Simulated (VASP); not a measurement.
# Sn (I4/mmm) in VASP: single point with LDA

Aim: the single point of Sn with LDA.

All numbers are computed with VASP 6.6.1; they aren't measurements. Logs are shortened: lines on timing, memory, paths and dates and some standing lists are left out, and cuts for length are marked.

**1. The cell of the first run**

The structure is tetragonal, space group I4/mmm (No. 139). Conventional cell: a = 4.480 Å, b = 4.480 Å, c = 9.741 Å, α = 90.00°, β = 90.00°, γ = 90.00°. Sn (site symmetry -4m2) has 8 Sn at 3.17 to 3.31 Å within 4.2 Å. Sn (site symmetry 4/mmm) has 8 Sn at 3.31 Å within 4.4 Å.

**2. Single point, LDA**

Contents of INCAR:

```
SYSTEM = Sn
ALGO     = Normal         ! electronic algorithm
EDIFF    = 1E-7           ! SCF threshold, eV
ENCUT    = 520            ! plane-wave cutoff, eV
GGA      = CA             ! functional
ISIF     = 2              ! what is computed and relaxed
ISMEAR   = -1             ! smearing method
LASPH    = .TRUE.         ! aspherical terms in the spheres
LCHARG   = .TRUE.         ! write CHGCAR
LELF     = .TRUE.         ! ELF
LREAL    = .FALSE.        ! projectors in reciprocal space
LVHAR    = .TRUE.       
LWAVE    = .FALSE.        ! write WAVECAR
NBANDS   = 28             ! bands
NELM     = 60             ! most SCF steps
PREC     = Accurate       ! precision mode
SIGMA    = 0.1            ! smearing width, eV
```

Contents of KPOINTS:

```
k-points
0
G
  7 7 7
  0 0 0
```

Contents of POSCAR:

```
Sn
1.0
   -2.2399030000      2.2399030000      4.8707040000
    2.2399030000     -2.2399030000      4.8707040000
    2.2399030000      2.2399030000     -4.8707040000
Sn
3
Direct
    0.7500000000      0.2500000000      0.5000000000
    0.2500000000      0.7500000000      0.5000000000
    0.5000000000      0.5000000000      0.0000000000
```

Potentials or basis: VASP PAW LDA potentials, release 64 (Sn_d).

Run with:

```console
$ cat potpaw_LDA.64/Sn_d/POTCAR > POTCAR
$ mpirun -np 1 vasp_std > vasp.out
```

OUTCAR:

```text
SYSTEM = Sn
   EDIFF = 1E-7
   ENCUT = 520
   GGA = CA
   ISIF = 2
   ISMEAR = -1
   LASPH = .TRUE.
   LREAL = .FALSE.
   NELM = 60
   PREC = Accurate

 ion  position               nearest neighbor table
   1  0.750  0.250  0.500-   2 3.17   2 3.17   2 3.17   2 3.17   3 3.31   3 3.31   3 3.31   3 3.31

   2  0.250  0.750  0.500-   1 3.17   1 3.17   1 3.17   1 3.17   3 3.31   3 3.31   3 3.31   3 3.31

   3  0.500  0.500  0.000-   2 3.31   1 3.31   1 3.31   2 3.31   1 3.31   2 3.31   2 3.31   1 3.31

  LATTYP: Found a body centered tetragonal cell.
 ALAT       =     4.4798060000
 C/A-ratio  =     2.1745155929

  Lattice vectors:

 A1 = (  -2.2399030000,   2.2399030000,   4.8707040000)
 A2 = (   2.2399030000,  -2.2399030000,   4.8707040000)
 A3 = (   2.2399030000,   2.2399030000,  -4.8707040000)

Analysis of symmetry for initial positions (statically):
=====================================================================
 Subroutine PRICEL returns:
 Original cell was already a primitive cell.

 Routine SETGRP: Setting up the symmetry group for a
 body centered tetragonal supercell.

 Subroutine GETGRP returns: Found 16 space group operations
 (whereof 16 operations were pure point group operations)
 out of a pool of 16 trial point group operations.

The static configuration has the point symmetry D_4h.

Analysis of symmetry for dynamics (positions and initial velocities):
=====================================================================
 Subroutine PRICEL returns:
 Original cell was already a primitive cell.

 Routine SETGRP: Setting up the symmetry group for a
 body centered tetragonal supercell.

 Subroutine GETGRP returns: Found 16 space group operations
 (whereof 16 operations were pure point group operations)
 out of a pool of 16 trial point group operations.

The dynamic configuration has the point symmetry D_4h.

 Subroutine INISYM returns: Found 16 space group operations
 (whereof 16 operations are pure point group operations),
 and found     1 'primitive' translations

----------------------------------------------------------------------------------------

                                     Primitive cell

  volume of cell :      97.7485

[... 84 lines left out ...]
   ISPIN  =      1    spin polarized calculation?
   LNONCOLLINEAR =      F non collinear calculations
   LSORBIT =      F    spin-orbit coupling
   LASPH  =      T    aspherical Exc in radial PAW
   ENCUT  =  520.0 eV  38.22 Ry    6.18 a.u.  10.80 10.80 10.80*2*pi/ulx,y,z
   NELM   =     60;   NELMIN=  2; NELMDL= -5     # of ELM steps
   EDIFF  = 0.1E-06   stopping-criterion for ELM
   LREAL  =      F    real-space projection
   EDIFFG = 0.1E-05   stopping-criterion for IOM
   NSW    =      0    number of steps for IOM
   IBRION =     -1    ionic relax: 0-MD 1-quasi-New 2-CG
   NFREE  =      0    steps in history (QN), initial steepest desc. (CG)
   ISIF   =      2    stress and relaxation
   ISYM   =      2    0-nonsym 1-usesym 2-fastsym
   POTIM  = 0.5000    time-step for ionic-motion
   TEBEG  =    0.0;   TEEND  =   0.0 temperature during run
   PSTRESS=    0.0 pullay stress
   NELECT =      42.0000    total number of electrons
   NUPDOWN=      -1.0000    fix difference up-down
   EMIN   =  10.00;   EMAX   =-10.00  energy-range for DOS
   EFERMI =   0.00;   METHOD = LEGACY
   ISMEAR =    -1;   SIGMA  =   0.10  broadening in eV -4-tet -1-fermi 0-gaus
   EFERMI_NEDOS =   21; number of points for ismear=-14 and -15
   IALGO  =     38    algorithm
   IMIX   =      4    mixing-type and parameters
     AMIX     =   0.40;   BMIX     =  1.00
     AMIX_MAG =   1.60;   BMIX_MAG =  1.00
  volume/ion in A,a.u.               =      32.58       219.88
  Fermi-wavevector in a.u.,A,eV,Ry     =   1.235344  2.334461 20.763505  1.526075
  Thomas-Fermi vector in A             =   2.369997
   LORBIT       =      0    0 simple, 1 ext, 2 COOP (PROOUT), +10 PAW based schemes
   GGA     = CA    functional components
   LHFCALC =     F    Hartree Fock is set to
   AEXX    =    0.0000 exact exchange contribution
   IVDW    =     0    specifies the selected vdW correction
   LEPSILON=     F    determine dielectric tensor
   LRPA    =     F    only Hartree local field effects (RPA)
 non-spin polarized calculation
  energy-cutoff  :      520.00
  volume of cell :       97.75
 maximum number of plane-waves:      2662
 NGX is ok and might be reduce to    48
   NGX = 21   NGY = 21   NGZ = 21

 number of electron      41.9999996 magnetization

 Free energy of the ion-electron system (eV)
  ---------------------------------------------------
  ext. energy  EPLUGINS =         0.00000000
  ---------------------------------------------------
  free energy    TOTEN  =       -12.99953572 eV

  energy without entropy =      -12.95049733  energy(sigma->0) =      -12.97501652

 E-fermi :   5.7002     XC(G=0):  -9.5924

 val. band max:        5.6807257196   @ k =  -0.1429   0.2857   0.1429
 cond. band min:       5.7718131744   @ k =   0.2857   0.0000   0.0000
 fundamental gap:      0.0910874548
 Fermi energy:         5.7002211097

 k-point     1 :       0.0000    0.0000    0.0000
  band No.  band energies     occupation
      1     -15.7681      2.00000
      2     -15.6641      2.00000
      3     -15.6522      2.00000
      4     -15.6480      2.00000
      5     -15.6480      2.00000
      6     -15.6058      2.00000
[... 733 lines left out ...]
     27      11.8015      0.00000
     28      11.9944      0.00000

 [... further k-points ...]

------------------------ aborting loop because EDIFF is reached ----------------------------------------

  FORCE on cell =-STRESS in cart. coord.  units (eV):
  Direction    XX          YY          ZZ          XY          YZ          ZX
  --------------------------------------------------------------------------------------
  -------------------------------------------------------------------------------------
  Total       -2.2654644     -2.2654644     -3.3271793      0.0000000      0.0000000      0.0000000
  in kB      -37.1327972    -37.1327972    -54.5351661      0.0000000      0.0000000      0.0000000
  external PRESSURE =     -42.9335868 kB  Pullay stress =       0.0000000 kB

 VOLUME and BASIS-vectors are now :
 -----------------------------------------------------------------------------
  energy-cutoff  :      520.00
  volume of cell :       97.75
      direct lattice vectors                 reciprocal lattice vectors
    -2.239903000  2.239903000  4.870704000     0.000000000  0.223223952  0.102654565
     2.239903000 -2.239903000  4.870704000     0.223223952  0.000000000  0.102654565
     2.239903000  2.239903000 -4.870704000     0.223223952  0.223223952  0.000000000

 POSITION                                       TOTAL-FORCE (eV/Angst)
 -----------------------------------------------------------------------------------
      0.00000      2.23990      2.43535         0.000000      0.000000      0.000000
      2.23990      0.00000      2.43535        -0.000000      0.000000     -0.000000
      0.00000      0.00000      4.87070        -0.000000     -0.000000      0.000000
 -----------------------------------------------------------------------------------
    total drift:                                0.000000     -0.000000      0.000000

  FREE ENERGIE OF THE ION-ELECTRON SYSTEM (eV)
  ---------------------------------------------------
  free  energy   TOTEN  =       -12.9995357188 eV

  energy  without entropy=      -12.9504973264  energy(sigma->0) =      -12.97501652
```

Wall time 2.1 min (1 thread of Intel Xeon Platinum 8259CL at 2.50GHz (Skylake/Cascade Lake), shared host); peak memory 0.29 GiB.

What came out:

| Property | Result |
| --- | --- |
| Free energy | -12.9995 eV |
| Pressure | -4.3 GPa |
| Band gap on the k mesh | zero (band 21 reaches 7.05 eV, above the bottom of band 22 at 4.48 eV) |

Stress tensor (GPa, compression positive):
```
-3.71  0.00  0.00
 0.00 -3.71  0.00
 0.00  0.00 -5.45
```

Caveat: spin-orbit coupling is left out, which moves the levels of the heavy elements.
